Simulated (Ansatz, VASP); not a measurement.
**One calculation of Ta2N, two programs**

```
CELL_PARAMETERS angstrom
3.10114 0.00000 0.00000
-1.55057 2.69909 0.00000
0.00000 0.00000 4.88189
ATOMIC_POSITIONS crystal
Ta 0.66667 0.33333 0.74491
Ta 0.33333 0.66667 0.25509
N 0.00000 0.00000 0.00000
```

Change from the starting cell: strain +0.0050 x Voigt [0, 1, 0, 0, 0, 0], atoms carried along.

Alike in both runs: task single point; functional PBE; k mesh 18 × 18 × 10; occupations gaussian, width 0.15 eV; no spin polarisation.

|  | VASP | Ansatz |
| --- | --- | --- |
| version | VASP 6.6.1 | Ansatz 0.2.0 |
| potentials or method | VASP PAW PBE potentials, release 64 (Ta_pv, N), cutoff 520 eV | scalar-relativistic, plane waves, PAW |
| valence electrons in the cell | 27 | 31 |

```csv
,VASP,Ansatz,Ansatz less VASP
gap on the k mesh at the Fermi level (eV),none,none,-
pressure (GPa),-0.9,-1.4,-0.42
"traceless stress, the component that is largest in VASP (GPa)",-0.87,-0.89,-0.025
rms of the force components (eV/Å),0.004,0.025,+0.0211
```

Atom by atom the forces differ by 0.022 eV/Å (rms over components). A gap of «none» marks a metal or a gap that the smearing closes. VASP's potentials hold 27 valence electrons a cell and Ansatz's 31, so a difference there can come from the potentials and not from the codes.

Spin-orbit coupling is off throughout.
